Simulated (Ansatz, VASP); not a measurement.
# Hg: VASP beside Ansatz

```
CELL_PARAMETERS angstrom
3.01102 0.00000 0.00000
0.00000 3.01102 0.00000
0.00000 0.00000 3.01102
ATOMIC_POSITIONS crystal
Hg 0.00000 0.00000 0.00000
```

Alike in both runs: functional r2SCAN; k mesh 18 × 18 × 18; occupations gaussian, width 0.1 eV; no spin polarisation.

Ansatz relaxed the structure, and its values are those at the end. VASP's run is a single point on that final structure, the one shown.

|  | VASP | Ansatz |
| --- | --- | --- |
| version | VASP 6.6.1 | Ansatz 0.2.0 |
| potentials or method | VASP PAW PBE potentials, release 64 (Hg), cutoff 520 eV | scalar-relativistic, plane waves, PAW |
| valence electrons in the cell | 12 | 20 |

Ansatz gave:

```
gap on the k mesh at the Fermi level (eV) : none
pressure (GPa)                            : 0.0
```

Problem. What did VASP give for the same quantities?

Solution. gap on the k mesh at the Fermi level (eV): none; pressure (GPa): 0.4.

VASP's potentials were made for PBE, not for r2SCAN. A gap of «none» marks a metal or a gap that the smearing closes. VASP's potentials hold 12 valence electrons a cell and Ansatz's 20, so a difference there can come from the potentials and not from the codes.

Neither program's run includes spin-orbit coupling.
